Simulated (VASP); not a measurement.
# Sn8HO16 (a cell with a defect) (Cassiterite) in VASP: single point with PBE

Aim: the single point of Sn8HO16 (a cell with a defect) (Cassiterite) with PBE.

All numbers are computed with VASP 6.6.1; they aren't measurements. Logs are shortened: lines on timing, memory, paths and dates and some standing lists are left out, and cuts for length are marked.

**1. The cell of the first run**

The cell holds a defect, 25 atoms: a = 6.827 Å, b = 6.827 Å, c = 8.077 Å, α = 115.00°, β = 115.00°, γ = 90.00°.

**2. Single point, PBE**

The input, INCAR:

```
SYSTEM = Sn8HO16
  PREC = Accurate
  ENCUT = 520
  EDIFF = 1E-6
  ISMEAR = 0
  SIGMA = 0.02
  LREAL = Auto
  LASPH = .True.
  NELM = 80
  ALGO = Normal
  ISIF = 2
  LWAVE = .False.
  LCHARG = .False.
  GGA = PE
  NBANDS = 122
  NELECT = 208.0
```

The input, KPOINTS:

```
Automatic mesh
0
Gamma
  3 3 3
  0 0 0
```

The input, POSCAR:

```
Sn8HO16
1.0
   -4.8274195315     -4.8274195315      0.0000000000
    4.8274195315     -4.8274195315      0.0000000000
    0.0000000000      4.8274195315      6.4761384825
Sn O H
8 16 1
Direct
    0.5023916455      0.4968650904     -0.0072507714
    0.7596382047      0.7541108210      0.5072419327
   -0.0065263016     -0.0031570067     -0.0010648321
    0.2445339812      0.2479038975      0.5010561477
    0.1344463429      0.6122817547      0.2499954262
    0.3751755824      0.8750196470      0.7501139781
    0.6152930944      0.1462304855      0.2499954262
    0.8750566538      0.3749004142      0.7498766453
    0.2012566744      0.5230157405      0.0032996515
    0.4479526299      0.7697116960      0.4966913553
    0.6879490902      0.0240389040      0.0005727178
    0.9373718757      0.2734618967      0.4994182890
    0.1411575625      0.3088258156      0.2499955806
    0.3920853417      0.5684474736      0.7489937118
    0.6953044239      0.8343122304      0.2499951174
    0.8930871446      0.0694489723      0.7509972205
    0.8113920898      0.4787234684     -0.0001025302
    0.0614901299      0.7288213985      0.5000935370
    0.3042264729     -0.0179338428      0.0041980264
    0.5500237428      0.2278636343      0.4957929804
    0.0679017075      0.9212895212      0.2499952718
    0.3563123541      0.1803141848      0.7487810851
    0.6087875484      0.4481574240      0.2499954262
    0.8575267837      0.6815284072      0.7512098472
    0.8498547991      0.8667238530      0.2499951174
```

Potentials or basis: VASP PAW PBE potentials, release 64 (Sn_d, O, H).

Command:

```bash
$ cat potpaw_PBE.64/Sn_d/POTCAR potpaw_PBE.64/O/POTCAR potpaw_PBE.64/H/POTCAR > POTCAR
$ mpirun -np 1 vasp_std > vasp.out
```

OUTCAR:

```text
SYSTEM = Sn8HO16
   PREC = Accurate
   ENCUT = 520
   EDIFF = 1E-6
   ISMEAR = 0
   LREAL = Auto
   LASPH = .True.
   NELM = 80
   ISIF = 2
   GGA = PE
   NELECT = 208.0

 ion  position               nearest neighbor table
   1  0.502  0.497  0.993-  14 2.06  23 2.06  22 2.07  17 2.09   9 2.10  15 2.24   4 3.19   2 3.33
                             7 3.67   8 3.72   6 3.75
   2  0.760  0.754  0.507-  16 2.06  23 2.06  24 2.07  18 2.09  10 2.10  15 2.24   3 3.19   1 3.33
                             7 3.67   6 3.72   8 3.75
   3  0.993  0.997  0.999-  13 2.07  24 2.07  16 2.10  11 2.10  19 2.11  21 2.16   2 3.19   4 3.25
                             5 3.72   6 3.74
   4  0.245  0.248  0.501-  13 2.07  22 2.07  14 2.10  12 2.10  20 2.11  21 2.16   1 3.19   3 3.25
                             5 3.72   8 3.74
   5  0.134  0.612  0.250-   9 2.07  10 2.07  13 2.07  17 2.11  18 2.11  21 2.16   6 3.24   8 3.24
                             4 3.72   3 3.72
   6  0.375  0.875  0.750-  11 2.07  18 2.07  22 2.09  14 2.09  19 2.13  10 2.14   5 3.24   7 3.24
                             2 3.72   3 3.74   1 3.75
   7  0.615  0.146  0.250-  23 2.06  19 2.06  20 2.06  11 2.10  12 2.10  15 2.20   8 3.24   6 3.24
                             2 3.67   1 3.67
   8  0.875  0.375  0.750-  12 2.07  17 2.07  24 2.09  16 2.09  20 2.13   9 2.14   5 3.24   7 3.24
                             1 3.72   4 3.74   2 3.75
   9  0.201  0.523  0.003-   5 2.07   1 2.10   8 2.14
  10  0.448  0.770  0.497-   5 2.07   2 2.10   6 2.14
  11  0.688  0.024  0.001-   6 2.07   3 2.10   7 2.10
  12  0.937  0.273  0.499-   8 2.07   4 2.10   7 2.10
  13  0.141  0.309  0.250-   4 2.07   3 2.07   5 2.07
  14  0.392  0.568  0.749-   1 2.06   6 2.09   4 2.10
  15  0.695  0.834  0.250-  25 1.08   7 2.20   1 2.24   2 2.24
  16  0.893  0.069  0.751-   2 2.06   8 2.09   3 2.10
  17  0.811  0.479  1.000-   8 2.07   1 2.09   5 2.11
  18  0.061  0.729  0.500-   6 2.07   2 2.09   5 2.11
  19  0.304  0.982  0.004-   7 2.06   3 2.11   6 2.13
  20  0.550  0.228  0.496-   7 2.06   4 2.11   8 2.13
  21  0.068  0.921  0.250-   3 2.16   4 2.16   5 2.16
  22  0.356  0.180  0.749-   1 2.07   4 2.07   6 2.09
  23  0.609  0.448  0.250-   7 2.06   2 2.06   1 2.06
  24  0.858  0.682  0.751-   2 2.07   3 2.07   8 2.09
  25  0.850  0.867  0.250-  15 1.08

  LATTYP: Found a body centered tetragonal cell.
 ALAT       =     6.8270021727
 C/A-ratio  =     1.8972129549

  Lattice vectors:

 A1 = (  -4.8274195315,   0.0000000000,  -6.4761384825)
 A2 = (   4.8274195315,   0.0000000000,  -6.4761384825)
 A3 = (   0.0000000000,  -4.8274195315,   6.4761384825)

Analysis of symmetry for initial positions (statically):
=====================================================================
 Subroutine PRICEL returns:
 Original cell was already a primitive cell.

 Routine SETGRP: Setting up the symmetry group for a
 body centered tetragonal supercell.

 Subroutine GETGRP returns: Found  2 space group operations
 (whereof  1 operations were pure point group operations)
 out of a pool of 16 trial point group operations.

The static configuration has the point symmetry C_1 .
 The point group associated with its full space group is C_1h.

Analysis of symmetry for dynamics (positions and initial velocities):
=====================================================================
 Subroutine PRICEL returns:
 Original cell was already a primitive cell.

 Routine SETGRP: Setting up the symmetry group for a
 body centered tetragonal supercell.

 Subroutine GETGRP returns: Found  2 space group operations
 (whereof  1 operations were pure point group operations)
 out of a pool of 16 trial point group operations.

The dynamic configuration has the point symmetry C_1 .
 The point group associated with its full space group is C_1h.

 Subroutine INISYM returns: Found  2 space group operations
 (whereof  1 operations are pure point group operations),
 and found     1 'primitive' translations

----------------------------------------------------------------------------------------

                                     Primitive cell

  volume of cell :     301.8396

  direct lattice vectors                    reciprocal lattice vectors
    -4.827419532 -4.827419532  0.000000000    -0.103575005 -0.103575005  0.077206502
     4.827419532 -4.827419532  0.000000000     0.103575005 -0.103575005  0.077206502
[... 65 lines left out ...]
 Grid dimensions read from file:
 generate k-points for:    3    3    3

 Generating k-lattice:

  Cartesian coordinates                     Fractional coordinates (reciprocal lattice)
    -0.034525002 -0.034525002  0.025735501     0.333333333  0.000000000  0.000000000
     0.034525002 -0.034525002  0.025735501     0.000000000  0.333333333  0.000000000
     0.000000000  0.000000000  0.051471001     0.000000000  0.000000000  0.333333333

  Length of vectors
     0.055193002  0.055193002  0.051471001

  Shift w.r.t. Gamma in fractional coordinates (k-lattice)
     0.000000000  0.000000000  0.000000000

 Subroutine IBZKPT returns following result:
 ===========================================

 Found     10 irreducible k-points:

 Following reciprocal coordinates:
            Coordinates               Weight
  0.000000  0.000000  0.000000      1.000000
  0.333333  0.000000 -0.000000      4.000000
  0.000000 -0.333333  0.333333      4.000000
  0.333333  0.333333 -0.000000      4.000000
  0.333333 -0.333333  0.333333      4.000000
 -0.333333  0.333333  0.000000      2.000000
  0.333333  0.333333 -0.333333      2.000000
  0.000000  0.000000  0.333333      2.000000
  0.333333  0.000000  0.333333      2.000000
  0.000000 -0.333333 -0.333333      2.000000
   k-points           NKPTS =     10   k-points in BZ     NKDIM =     10   number of bands    NBANDS=    122
   number of dos      NEDOS =    301   number of ions     NIONS =     25
   total plane-waves  NPLWV = 174960
   dimension x,y,z NGX =    54 NGY =   54 NGZ =   60
   dimension x,y,z NGXF=   108 NGYF=  108 NGZF=  120
   ions per type =               8  16   1
   NGX,Y,Z   is equivalent  to a cutoff of  13.15, 13.15, 12.35 a.u.
   NGXF,Y,Z  is equivalent  to a cutoff of  26.30, 26.30, 24.70 a.u.
 SYSTEM =  Sn8HO16
   PREC   = accura    normal or accurate (medium, high low for compatibility)
   ISTART =      0    job   : 0-new  1-cont  2-samecut
   ICHARG =      2    charge: 1-file 2-atom 10-const
   ISPIN  =      1    spin polarized calculation?
   LNONCOLLINEAR =      F non collinear calculations
   LSORBIT =      F    spin-orbit coupling
   LASPH  =      T    aspherical Exc in radial PAW
   ENCUT  =  520.0 eV  38.22 Ry    6.18 a.u.  12.69 12.69 15.02*2*pi/ulx,y,z
   NELM   =     80;   NELMIN=  2; NELMDL= -5     # of ELM steps
   EDIFF  = 0.1E-05   stopping-criterion for ELM
   LREAL  =      T    real-space projection
   EDIFFG = 0.1E-04   stopping-criterion for IOM
   NSW    =      0    number of steps for IOM
   IBRION =     -1    ionic relax: 0-MD 1-quasi-New 2-CG
   NFREE  =      0    steps in history (QN), initial steepest desc. (CG)
   ISIF   =      2    stress and relaxation
   ISYM   =      2    0-nonsym 1-usesym 2-fastsym
   POTIM  = 0.5000    time-step for ionic-motion
   TEBEG  =    0.0;   TEEND  =   0.0 temperature during run
   PSTRESS=    0.0 pullay stress
   NELECT =     208.0000    total number of electrons
   NUPDOWN=      -1.0000    fix difference up-down
   EMIN   =  10.00;   EMAX   =-10.00  energy-range for DOS
   EFERMI =   0.00;   METHOD = LEGACY
   ISMEAR =     0;   SIGMA  =   0.02  broadening in eV -4-tet -1-fermi 0-gaus
   EFERMI_NEDOS =   21; number of points for ismear=-14 and -15
   IALGO  =     38    algorithm
   IMIX   =      4    mixing-type and parameters
     AMIX     =   0.40;   BMIX     =  1.00
     AMIX_MAG =   1.60;   BMIX_MAG =  1.00
  volume/ion in A,a.u.               =      12.07        81.48
  Fermi-wavevector in a.u.,A,eV,Ry     =   1.446007  2.732558 28.448934  2.090938
  Thomas-Fermi vector in A             =   2.564125
   LORBIT       =      0    0 simple, 1 ext, 2 COOP (PROOUT), +10 PAW based schemes
   GGA     = PE    functional components
   LHFCALC =     F    Hartree Fock is set to
   AEXX    =    0.0000 exact exchange contribution
   IVDW    =     0    specifies the selected vdW correction
   LEPSILON=     F    determine dielectric tensor
   LRPA    =     F    only Hartree local field effects (RPA)
 non-spin polarized calculation
 Gauss-broadening in eV      SIGMA  =   0.02
  energy-cutoff  :      520.00
  volume of cell :      301.84
 maximum number of plane-waves:      8153
 NGX is ok and might be reduce to    54
   NGX = 25   NGY = 25   NGZ = 31

 number of electron     208.0000039 magnetization

 Free energy of the ion-electron system (eV)
  ---------------------------------------------------
  ext. energy  EPLUGINS =         0.00000000
  ---------------------------------------------------
  free energy    TOTEN  =      -159.84868709 eV

  energy without entropy =     -159.84868709  energy(sigma->0) =     -159.84868709

 E-fermi :   5.5071     XC(G=0): -10.9815

 val. band max:        5.3495915778   @ k =   0.0000   0.0000   0.0000
 cond. band min:       6.2680406019   @ k =   0.0000   0.0000   0.0000
 fundamental gap:      0.9184490241
 Fermi energy:         5.5071205664

 k-point     1 :       0.0000    0.0000    0.0000
  band No.  band energies     occupation
      1     -15.3989      2.00000
      2     -15.2610      2.00000
      3     -15.1097      2.00000
      4     -14.9910      2.00000
      5     -14.9906      2.00000
      6     -14.9683      2.00000
[... 1179 lines left out ...]
    115      13.2223      0.00000
    116      13.4907      0.00000
 [bands above 116 left out]

------------------------ aborting loop because EDIFF is reached ----------------------------------------

  FORCE on cell =-STRESS in cart. coord.  units (eV):
  Direction    XX          YY          ZZ          XY          YZ          ZX
  --------------------------------------------------------------------------------------
  -------------------------------------------------------------------------------------
  Total       -8.5063427    -15.1108165     -9.2797811     -4.0456593      0.0000000      0.0000000
  in kB      -45.1520268    -80.2088527    -49.2574706    -21.4745304      0.0000000      0.0000000
  external PRESSURE =     -58.2061167 kB  Pullay stress =       0.0000000 kB

 VOLUME and BASIS-vectors are now :
 -----------------------------------------------------------------------------
  energy-cutoff  :      520.00
  volume of cell :      301.84
      direct lattice vectors                 reciprocal lattice vectors
    -4.827419532 -4.827419532  0.000000000    -0.103575005 -0.103575005  0.077206502
     4.827419532 -4.827419532  0.000000000     0.103575005 -0.103575005  0.077206502
     0.000000000  4.827419532  6.476138482     0.000000000  0.000000000  0.154413004

 POSITION                                       TOTAL-FORCE (eV/Angst)
 -----------------------------------------------------------------------------------
     -0.02668     -0.03141      6.42918        -0.038651      0.031100     -0.057583
     -0.02668     -4.85883      3.28497        -0.038651      0.031100      0.057583
      0.01627     -4.78581      6.46924        -0.040581      0.012498      0.076653
      0.01627      0.04160      3.24491        -0.040581      0.012498     -0.076653
      2.30671     -2.39794      1.61901         0.049595     -0.070383      0.000000
      2.41296     -2.41410      4.85784        -0.018119      0.013235     -0.002416
[... 17 lines left out ...]
     -0.84962     -3.80326      4.86494        -0.038501      0.028168      0.033697
      0.08143     -7.07981      1.61900         0.214966      0.511439      0.000000
 -----------------------------------------------------------------------------------
    total drift:                               -0.015802      0.012722     -0.042811

  FREE ENERGIE OF THE ION-ELECTRON SYSTEM (eV)
  ---------------------------------------------------
  free  energy   TOTEN  =      -159.8486870930 eV

  energy  without entropy=     -159.8486870930  energy(sigma->0) =     -159.84868709
```

Run time: 19 min. Hardware: 1 thread of AMD EPYC 7R43 (Zen 3), shared host; peak memory 0.5 GiB.

What came out:

| Item | Value |
| --- | --- |
| Free energy | -159.8487 eV |
| Largest force | 0.555 eV/Å |

Forces on the atoms (eV/Å):
```
Sn  -0.039  0.031 -0.058
Sn  -0.039  0.031  0.058
Sn  -0.041  0.012  0.077
Sn  -0.041  0.012 -0.077
Sn   0.050 -0.070  0.000
Sn  -0.018  0.013 -0.002
Sn   0.068 -0.063  0.000
Sn  -0.018  0.013  0.002
O   -0.026 -0.026 -0.028
O   -0.026 -0.026  0.028
O   -0.020 -0.018  0.032
O   -0.020 -0.018 -0.032
O    0.055 -0.077  0.000
O    0.006 -0.011 -0.025
O    0.033  0.020  0.000
O    0.006 -0.011  0.025
O    0.043 -0.005  0.021
O    0.043 -0.005 -0.021
O   -0.018 -0.025 -0.010
O   -0.018 -0.025  0.010
O   -0.163 -0.264  0.000
O   -0.039  0.028 -0.034
O    0.046 -0.056  0.000
O   -0.039  0.028  0.034
H    0.215  0.511  0.000
```

Levels at points of the mesh, in eV from the Fermi level:
```
           k point  band 102  band 103  band 104  band 105  band 106  band 107
(0.00, 0.00, 0.00)     -0.56     -0.53     -0.16      0.76      4.43      4.47
```

Caveat: the cell carries a net charge on a neutralising background, which shifts energy and pressure; the cell is charged against a uniform background, so pressure and absolute levels hang on convention; spin-orbit coupling is left out, which moves the levels of the heavy elements.
